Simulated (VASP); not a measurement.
# Ga3AsP2 in VASP: further runs

Runs on Ga3AsP2. Level: PBE. Tasks: single point.

Everything below comes from runs of VASP 6.6.1. Logs are shortened: lines on timing, memory, paths and dates and some standing lists are left out, and cuts for length are marked.

**1. The cell of the first run**

The structure is hexagonal, space group P6_3mc (No. 186). Conventional cell: a = 3.936 Å, b = 3.936 Å, c = 19.470 Å, α = 90.00°, β = 90.00°, γ = 120.00°. Ga (site symmetry 3m) has 3 P at 2.40 Å and 1 As at 2.49 Å within 3.2 Å. Ga (site symmetry 3m) has 4 P at 2.40 Å within 3.2 Å. Within 3.2 Å of Ga (site symmetry 3m) lie 1 P at 2.39 Å and 3 As at 2.44 Å. P (site symmetry 3m) has 4 Ga at 2.39 to 2.40 Å within 3.2 Å. Within 3.2 Å of P (site symmetry 3m) lie 4 Ga at 2.40 Å. As (site symmetry 3m) has 4 Ga at 2.44 to 2.49 Å within 3.2 Å.

**2. Single point, PBE**

Contents of INCAR:

```
SYSTEM = Ga3AsP2
PREC = Accurate ; ENCUT = 520
EDIFF = 1E-6 ; ISMEAR = 0
SIGMA = 0.1 ; LREAL = .False.
LASPH = .True. ; NELM = 80
ALGO = Normal ; ISIF = 2
LWAVE = .False. ; LCHARG = .False.
GGA = PE ; NBANDS = 66
```

Contents of KPOINTS:

```
regular mesh
0
Gamma
  6 6 1
  0 0 0
```

Contents of POSCAR:

```
Ga3AsP2
1.0
    3.9358858000      0.0000000000      0.0000000000
   -1.9679429000      3.4085771000      0.0000000000
    0.0000000000      0.0000000000     19.4699405000
Ga P As
6 4 2
Direct
    0.3333333000      0.6666667000      0.3299580000
    0.3333333000      0.6666667000      0.6666520000
    0.3333333000      0.6666667000      0.0034700000
    0.6666667000      0.3333333000      0.1666520000
    0.6666667000      0.3333333000      0.5034700000
    0.6666667000      0.3333333000      0.8299580000
    0.3333333000      0.6666667000      0.1263140000
    0.3333333000      0.6666667000      0.7898800000
    0.6666667000      0.3333333000      0.2898800000
    0.6666667000      0.3333333000      0.6263140000
    0.3333333000      0.6666667000      0.4577260000
    0.6666667000      0.3333333000      0.9577260000
```

Potentials or basis: VASP PAW PBE potentials, release 64 (Ga_d, P, As).

Started as:

```sh
cat potpaw_PBE.64/Ga_d/POTCAR potpaw_PBE.64/P/POTCAR potpaw_PBE.64/As/POTCAR > POTCAR
mpirun -np 1 vasp_std > vasp.out
```

OUTCAR:

```text
SYSTEM = Ga3AsP2
   PREC = Accurate
   ENCUT = 520
   EDIFF = 1E-6
   ISMEAR = 0
   LREAL = .False.
   LASPH = .True.
   NELM = 80
   ISIF = 2
   GGA = PE

 ion  position               nearest neighbor table
   1  0.333  0.667  0.330-   9 2.40   9 2.40   9 2.40  11 2.49
   2  0.333  0.667  0.667-   8 2.40  10 2.40  10 2.40  10 2.40
   3  0.333  0.667  0.003-   7 2.39  12 2.44  12 2.44  12 2.44
   4  0.667  0.333  0.167-   9 2.40   7 2.40   7 2.40   7 2.40
   5  0.667  0.333  0.503-  10 2.39  11 2.44  11 2.44  11 2.44
   6  0.667  0.333  0.830-   8 2.40   8 2.40   8 2.40  12 2.49
   7  0.333  0.667  0.126-   3 2.39   4 2.40   4 2.40   4 2.40
   8  0.333  0.667  0.790-   2 2.40   6 2.40   6 2.40   6 2.40
   9  0.667  0.333  0.290-   4 2.40   1 2.40   1 2.40   1 2.40
  10  0.667  0.333  0.626-   5 2.39   2 2.40   2 2.40   2 2.40
  11  0.333  0.667  0.458-   5 2.44   5 2.44   5 2.44   1 2.49
  12  0.667  0.333  0.958-   3 2.44   3 2.44   3 2.44   6 2.49

  LATTYP: Found a hexagonal cell.
 ALAT       =     3.9358858000
 C/A-ratio  =     4.9467747514

  Lattice vectors:

 A1 = (   3.9358858000,   0.0000000000,   0.0000000000)
 A2 = (  -1.9679429000,   3.4085771000,   0.0000000000)
 A3 = (   0.0000000000,   0.0000000000,  19.4699405000)

Analysis of symmetry for initial positions (statically):
=====================================================================
 Subroutine PRICEL returns:
 Original cell was already a primitive cell.

 Routine SETGRP: Setting up the symmetry group for a
 hexagonal supercell.

 Subroutine GETGRP returns: Found 12 space group operations
 (whereof  6 operations were pure point group operations)
 out of a pool of 24 trial point group operations.

The static configuration has the point symmetry C_3v.
 The point group associated with its full space group is C_6v.

Analysis of symmetry for dynamics (positions and initial velocities):
=====================================================================
 Subroutine PRICEL returns:
 Original cell was already a primitive cell.

 Routine SETGRP: Setting up the symmetry group for a
 hexagonal supercell.

 Subroutine GETGRP returns: Found 12 space group operations
 (whereof  6 operations were pure point group operations)
 out of a pool of 24 trial point group operations.

The dynamic configuration has the point symmetry C_3v.
 The point group associated with its full space group is C_6v.

 Subroutine INISYM returns: Found 12 space group operations
 (whereof  6 operations are pure point group operations),
 and found     1 'primitive' translations

[... 111 lines left out ...]
   ISMEAR =     0;   SIGMA  =   0.10  broadening in eV -4-tet -1-fermi 0-gaus
   EFERMI_NEDOS =   21; number of points for ismear=-14 and -15
   IALGO  =     38    algorithm
   IMIX   =      4    mixing-type and parameters
     AMIX     =   0.40;   BMIX     =  1.00
     AMIX_MAG =   1.60;   BMIX_MAG =  1.00
  volume/ion in A,a.u.               =      21.77       146.89
  Fermi-wavevector in a.u.,A,eV,Ry     =   1.219615  2.304738 20.238124  1.487460
  Thomas-Fermi vector in A             =   2.354861
   LORBIT       =      0    0 simple, 1 ext, 2 COOP (PROOUT), +10 PAW based schemes
   GGA     = PE    functional components
   LHFCALC =     F    Hartree Fock is set to
   AEXX    =    0.0000 exact exchange contribution
   IVDW    =     0    specifies the selected vdW correction
   LEPSILON=     F    determine dielectric tensor
   LRPA    =     F    only Hartree local field effects (RPA)
 non-spin polarized calculation
 Gauss-broadening in eV      SIGMA  =   0.10
  energy-cutoff  :      520.00
  volume of cell :      261.20
 maximum number of plane-waves:      7099
 NGX is ok and might be reduce to    30
   NGX = 15   NGY = 15   NGZ = 73

 number of electron     108.0000056 magnetization

 Free energy of the ion-electron system (eV)
  ---------------------------------------------------
  ext. energy  EPLUGINS =         0.00000000
  ---------------------------------------------------
  free energy    TOTEN  =       -52.74216960 eV

  energy without entropy =      -52.74216960  energy(sigma->0) =      -52.74216960

 E-fermi :   4.7036     XC(G=0):  -9.5823

 val. band max:        4.2758104373   @ k =   0.0000   0.0000   0.0000
 cond. band min:       5.1614550811   @ k =   0.0000   0.0000   0.0000
 fundamental gap:      0.8856446438
 Fermi energy:         4.7036137152

 k-point     1 :       0.0000    0.0000    0.0000
  band No.  band energies     occupation
      1     -10.6521      2.00000
      2     -10.6496      2.00000
      3     -10.6132      2.00000
      4     -10.6099      2.00000
      5     -10.5926      2.00000
      6     -10.5926      2.00000
[... 472 lines left out ...]
     65       9.9857      0.00000
     66      10.1551      0.00000

------------------------ aborting loop because EDIFF is reached ----------------------------------------

  FORCE on cell =-STRESS in cart. coord.  units (eV):
  Direction    XX          YY          ZZ          XY          YZ          ZX
  --------------------------------------------------------------------------------------
  -------------------------------------------------------------------------------------
  Total        0.1287612      0.1287612     -0.0217219      0.0000000      0.0000000      0.0000000
  in kB        0.7897969      0.7897969     -0.1332381      0.0000000      0.0000000      0.0000000
  external PRESSURE =       0.4821185 kB  Pullay stress =       0.0000000 kB

 VOLUME and BASIS-vectors are now :
 -----------------------------------------------------------------------------
  energy-cutoff  :      520.00
  volume of cell :      261.20
      direct lattice vectors                 reciprocal lattice vectors
     3.935885800  0.000000000  0.000000000     0.254072412  0.146688775  0.000000000
    -1.967942900  3.408577100  0.000000000     0.000000000  0.293377550  0.000000000
     0.000000000  0.000000000 19.469940500     0.000000000  0.000000000  0.051361225

 POSITION                                       TOTAL-FORCE (eV/Angst)
 -----------------------------------------------------------------------------------
     -0.00000      2.27238      6.42426        -0.000000     -0.000000     -0.001334
     -0.00000      2.27238     12.97967        -0.000000     -0.000000      0.006190
     -0.00000      2.27238      0.06756        -0.000000      0.000000      0.009304
      1.96794      1.13619      3.24470         0.000000      0.000000      0.006190
      1.96794      1.13619      9.80253         0.000000     -0.000000      0.009304
      1.96794      1.13619     16.15923         0.000000      0.000000     -0.001334
     -0.00000      2.27238      2.45933        -0.000000     -0.000000     -0.001889
     -0.00000      2.27238     15.37892         0.000000      0.000000     -0.005713
      1.96794      1.13619      5.64395        -0.000000     -0.000000     -0.005713
      1.96794      1.13619     12.19430         0.000000     -0.000000     -0.001889
     -0.00000      2.27238      8.91190        -0.000000      0.000000     -0.006558
      1.96794      1.13619     18.64687         0.000000     -0.000000     -0.006558
 -----------------------------------------------------------------------------------
    total drift:                                0.000042     -0.000026      0.001195

  FREE ENERGIE OF THE ION-ELECTRON SYSTEM (eV)
  ---------------------------------------------------
  free  energy   TOTEN  =       -52.7421696007 eV

  energy  without entropy=      -52.7421696007  energy(sigma->0) =      -52.74216960
```

OSZICAR:

```text
N       E                     dE             d eps       ncg     rms          rms(c)
DAV:   1     0.108410424324E+04    0.10841E+04   -0.47521E+04  1016   0.238E+03
DAV:   2     0.165272785218E+03   -0.91883E+03   -0.88358E+03   956   0.674E+02
DAV:   3    -0.371712322752E+02   -0.20244E+03   -0.18781E+03  1110   0.202E+02
DAV:   4    -0.533565328980E+02   -0.16185E+02   -0.15990E+02  1116   0.568E+01
DAV:   5    -0.541153315110E+02   -0.75880E+00   -0.75649E+00  1264   0.128E+01    0.919E+00
DAV:   6    -0.528532244140E+02    0.12621E+01   -0.26407E+00  1336   0.147E+01    0.549E+00
DAV:   7    -0.527462597781E+02    0.10696E+00   -0.14833E+00  1104   0.523E+00    0.173E+00
DAV:   8    -0.527371209945E+02    0.91388E-02   -0.28769E-01  1228   0.872E+00    0.268E-01
DAV:   9    -0.527411568238E+02   -0.40358E-02   -0.49271E-02  1072   0.191E+00    0.173E-01
DAV:  10    -0.527412556705E+02   -0.98847E-04   -0.88647E-03  1312   0.839E-01    0.109E-01
DAV:  11    -0.527419532669E+02   -0.69760E-03   -0.23402E-03  1088   0.370E-01    0.520E-02
DAV:  12    -0.527421471644E+02   -0.19390E-03   -0.89709E-04  1096   0.350E-01    0.203E-02
DAV:  13    -0.527421536370E+02   -0.64726E-05   -0.17186E-04  1192   0.112E-01    0.181E-02
DAV:  14    -0.527421590332E+02   -0.53962E-05   -0.25905E-05  1232   0.479E-02    0.915E-03
DAV:  15    -0.527421691269E+02   -0.10094E-04   -0.22403E-05  1032   0.346E-02    0.419E-03
DAV:  16    -0.527421696007E+02   -0.47380E-06   -0.46120E-06  1000   0.171E-02
   1 F= -.52742170E+02 E0= -.52742170E+02  d E =-.365399E-10
```

stdout:

```text
POSCAR found type information on POSCAR GaP As
 POSCAR found :  3 types and      12 ions
 scaLAPACK will be used
 LDA part: xc-table for (Slater+PW92), standard interpolation
 POSCAR, INCAR and KPOINTS ok, starting setup
 FFT: planning ... GRIDC
 FFT: planning ... GRID_SOFT
 FFT: planning ... GRID
 WAVECAR not read
 entering main loop
```

It took 4.4 min on 1 thread of Intel Xeon Platinum 8259CL at 2.50GHz (Skylake/Cascade Lake), shared host; peak memory 0.41 GiB.

What came out:

```yaml
Free_energy: -52.7422 eV
Pressure: 0.0 GPa
Largest_force: 0.009 eV/Å
Band_gap_on_the_k_mesh: 0.89 eV, direct
```

Forces in eV/Å, atoms in the order of the input:
```
Ga   0.000  0.000 -0.001
Ga   0.000  0.000  0.006
Ga   0.000  0.000  0.009
Ga   0.000  0.000  0.006
Ga   0.000  0.000  0.009
Ga   0.000  0.000 -0.001
P    0.000  0.000 -0.002
P    0.000  0.000 -0.006
P    0.000  0.000 -0.006
P    0.000  0.000 -0.002
As   0.000  0.000 -0.007
As   0.000  0.000 -0.007
```

A k mesh can miss the band edges.

**3. Single point, PBE**

Contents of INCAR:

```
SYSTEM = Ga3AsP2
  ALGO = Normal
  EDIFF = 1E-7
  ENCUT = 520
  GGA = PE
  ISIF = 2
  ISMEAR = 0
  LASPH = .TRUE.
  LCHARG = .FALSE.
  LREAL = .FALSE.
  LWAVE = .FALSE.
  NBANDS = 66
  NELM = 100
  PREC = Accurate
  SIGMA = 0.1
```

Contents of KPOINTS:

```
k-points
0
G
  6 6 1
  0 0 0
```

Contents of POSCAR:

```
Ga3AsP2
1.0
    3.9358858062      0.0000000000      0.0000000000
   -1.9679429031      3.4085770946      0.0000000000
    0.0000000000      0.0000000000     19.4699405000
Ga P As
6 4 2
Direct
    0.3333333333      0.6666666667      0.3299580000
    0.3333333333      0.6666666667      0.6666520000
    0.3333333333      0.6666666667      0.0034700000
    0.6666666667      0.3333333333      0.1666520000
    0.6666666667      0.3333333333      0.5034700000
    0.6666666667      0.3333333333      0.8299580000
    0.3333333333      0.6666666667      0.1263140000
    0.3333333333      0.6666666667      0.7898800000
    0.6666666667      0.3333333333      0.2898800000
    0.6666666667      0.3333333333      0.6263140000
    0.3333333333      0.6666666667      0.4577260000
    0.6666666667      0.3333333333      0.9577260000
```

Potentials or basis: VASP PAW PBE potentials, release 64 (Ga_d, P, As).

Started as:

```sh
cat potpaw_PBE.64/Ga_d/POTCAR potpaw_PBE.64/P/POTCAR potpaw_PBE.64/As/POTCAR > POTCAR
mpirun -np 1 vasp_std > vasp.out
```

OUTCAR:

```text
SYSTEM = Ga3AsP2
   EDIFF = 1E-7
   ENCUT = 520
   GGA = PE
   ISIF = 2
   ISMEAR = 0
   LASPH = .TRUE.
   LREAL = .FALSE.
   NELM = 100
   PREC = Accurate

 ion  position               nearest neighbor table
   1  0.333  0.667  0.330-   9 2.40   9 2.40   9 2.40  11 2.49
   2  0.333  0.667  0.667-   8 2.40  10 2.40  10 2.40  10 2.40
   3  0.333  0.667  0.003-   7 2.39  12 2.44  12 2.44  12 2.44
   4  0.667  0.333  0.167-   9 2.40   7 2.40   7 2.40   7 2.40
   5  0.667  0.333  0.503-  10 2.39  11 2.44  11 2.44  11 2.44
   6  0.667  0.333  0.830-   8 2.40   8 2.40   8 2.40  12 2.49
   7  0.333  0.667  0.126-   3 2.39   4 2.40   4 2.40   4 2.40
   8  0.333  0.667  0.790-   2 2.40   6 2.40   6 2.40   6 2.40
   9  0.667  0.333  0.290-   4 2.40   1 2.40   1 2.40   1 2.40
  10  0.667  0.333  0.626-   5 2.39   2 2.40   2 2.40   2 2.40
  11  0.333  0.667  0.458-   5 2.44   5 2.44   5 2.44   1 2.49
  12  0.667  0.333  0.958-   3 2.44   3 2.44   3 2.44   6 2.49

  LATTYP: Found a hexagonal cell.
 ALAT       =     3.9358858062
 C/A-ratio  =     4.9467747436

  Lattice vectors:

 A1 = (   3.9358858062,   0.0000000000,   0.0000000000)
 A2 = (  -1.9679429031,   3.4085770946,   0.0000000000)
 A3 = (   0.0000000000,   0.0000000000,  19.4699405000)

Analysis of symmetry for initial positions (statically):
=====================================================================
 Subroutine PRICEL returns:
 Original cell was already a primitive cell.

 Routine SETGRP: Setting up the symmetry group for a
 hexagonal supercell.

 Subroutine GETGRP returns: Found 12 space group operations
 (whereof  6 operations were pure point group operations)
 out of a pool of 24 trial point group operations.

The static configuration has the point symmetry C_3v.
 The point group associated with its full space group is C_6v.

Analysis of symmetry for dynamics (positions and initial velocities):
=====================================================================
 Subroutine PRICEL returns:
 Original cell was already a primitive cell.

 Routine SETGRP: Setting up the symmetry group for a
 hexagonal supercell.

[... 142 lines left out ...]
 maximum number of plane-waves:      7099
 NGX is ok and might be reduce to    30
   NGX = 15   NGY = 15   NGZ = 73

 number of electron     108.0000056 magnetization

 Free energy of the ion-electron system (eV)
  ---------------------------------------------------
  ext. energy  EPLUGINS =         0.00000000
  ---------------------------------------------------
  free energy    TOTEN  =       -52.74216875 eV

  energy without entropy =      -52.74216875  energy(sigma->0) =      -52.74216875

 E-fermi :   4.7036     XC(G=0):  -9.5822

 val. band max:        4.2758518678   @ k =   0.0000   0.0000   0.0000
 cond. band min:       5.1615097740   @ k =   0.0000   0.0000   0.0000
 fundamental gap:      0.8856579062
 Fermi energy:         4.7035614090

 k-point     1 :       0.0000    0.0000    0.0000
  band No.  band energies     occupation
      1     -10.6523      2.00000
      2     -10.6499      2.00000
      3     -10.6133      2.00000
      4     -10.6100      2.00000
      5     -10.5929      2.00000
      6     -10.5929      2.00000
[... 472 lines left out ...]
     65       9.9826      0.00000
     66      10.1551      0.00000

------------------------ aborting loop because EDIFF is reached ----------------------------------------

  FORCE on cell =-STRESS in cart. coord.  units (eV):
  Direction    XX          YY          ZZ          XY          YZ          ZX
  --------------------------------------------------------------------------------------
  -------------------------------------------------------------------------------------
  Total        0.1654443      0.1654443      0.0147097      0.0000000      0.0000000      0.0000000
  in kB        1.0148038      1.0148038      0.0902268      0.0000000      0.0000000      0.0000000
  external PRESSURE =       0.7066114 kB  Pullay stress =       0.0000000 kB

 VOLUME and BASIS-vectors are now :
 -----------------------------------------------------------------------------
  energy-cutoff  :      520.00
  volume of cell :      261.20
      direct lattice vectors                 reciprocal lattice vectors
     3.935885806  0.000000000  0.000000000     0.254072412  0.146688775  0.000000000
    -1.967942903  3.408577095  0.000000000     0.000000000  0.293377551  0.000000000
     0.000000000  0.000000000 19.469940500     0.000000000  0.000000000  0.051361225

 POSITION                                       TOTAL-FORCE (eV/Angst)
 -----------------------------------------------------------------------------------
     -0.00000      2.27238      6.42426        -0.000000     -0.000000     -0.001279
     -0.00000      2.27238     12.97967        -0.000000      0.000000      0.006324
     -0.00000      2.27238      0.06756         0.000000     -0.000000      0.009272
      1.96794      1.13619      3.24470         0.000000     -0.000000      0.006324
      1.96794      1.13619      9.80253        -0.000000      0.000000      0.009272
      1.96794      1.13619     16.15923         0.000000      0.000000     -0.001279
     -0.00000      2.27238      2.45933        -0.000000     -0.000000     -0.001947
     -0.00000      2.27238     15.37892         0.000000     -0.000000     -0.005713
      1.96794      1.13619      5.64395        -0.000000      0.000000     -0.005713
      1.96794      1.13619     12.19430        -0.000000      0.000000     -0.001947
     -0.00000      2.27238      8.91190        -0.000000     -0.000000     -0.006657
      1.96794      1.13619     18.64687        -0.000000      0.000000     -0.006657
 -----------------------------------------------------------------------------------
    total drift:                               -0.000001     -0.000001      0.001605

  FREE ENERGIE OF THE ION-ELECTRON SYSTEM (eV)
  ---------------------------------------------------
  free  energy   TOTEN  =       -52.7421687456 eV

  energy  without entropy=      -52.7421687455  energy(sigma->0) =      -52.74216875
```

OSZICAR:

```text
N       E                     dE             d eps       ncg     rms          rms(c)
DAV:   1     0.108410427900E+04    0.10841E+04   -0.47521E+04  1016   0.238E+03
DAV:   2     0.165272681861E+03   -0.91883E+03   -0.88358E+03   956   0.674E+02
DAV:   3    -0.371712435080E+02   -0.20244E+03   -0.18781E+03  1110   0.202E+02
[... 11 lines left out ...]
DAV:  15    -0.527421678327E+02   -0.10080E-04   -0.22459E-05  1040   0.347E-02    0.423E-03
DAV:  16    -0.527421683624E+02   -0.52974E-06   -0.51489E-06  1392   0.171E-02    0.404E-03
DAV:  17    -0.527421685725E+02   -0.21010E-06   -0.96269E-07  1056   0.771E-03    0.137E-03
DAV:  18    -0.527421687848E+02   -0.21227E-06   -0.24314E-07   824   0.214E-03    0.970E-04
DAV:  19    -0.527421687456E+02    0.39239E-07   -0.53722E-08   664   0.208E-03
   1 F= -.52742169E+02 E0= -.52742169E+02  d E =-.368150E-10
```

Wall time 4.6 min (1 thread of Intel Xeon Platinum 8259CL at 2.50GHz (Skylake/Cascade Lake), shared host); peak memory 0.41 GiB.

Results:

```
Free energy            : -52.7422 eV
Pressure               : 0.1 GPa
Largest force          : 0.009 eV/Å
Band gap on the k mesh : 0.89 eV, direct
```

Forces in eV/Å, atoms in the order of the input:
```
Ga   0.000  0.000 -0.001
Ga   0.000  0.000  0.006
Ga   0.000  0.000  0.009
Ga   0.000  0.000  0.006
Ga   0.000  0.000  0.009
Ga   0.000  0.000 -0.001
P    0.000  0.000 -0.002
P    0.000  0.000 -0.006
P    0.000  0.000 -0.006
P    0.000  0.000 -0.002
As   0.000  0.000 -0.007
As   0.000  0.000 -0.007
```

Levels at points of the mesh, in eV from the valence-band top:
| k point | band 52 | band 53 | band 54 | band 55 | band 56 | band 57 |
| --- | --- | --- | --- | --- | --- | --- |
| (0.00, 0.00, 0.00) | -0.17 | 0.00 | 0.00 | 0.89 | 0.96 | 1.09 |
| (0.50, 0.00, 0.00) | -1.79 | -1.54 | -1.23 | 1.14 | 1.27 | 1.38 |

[end of part 1 of 2]
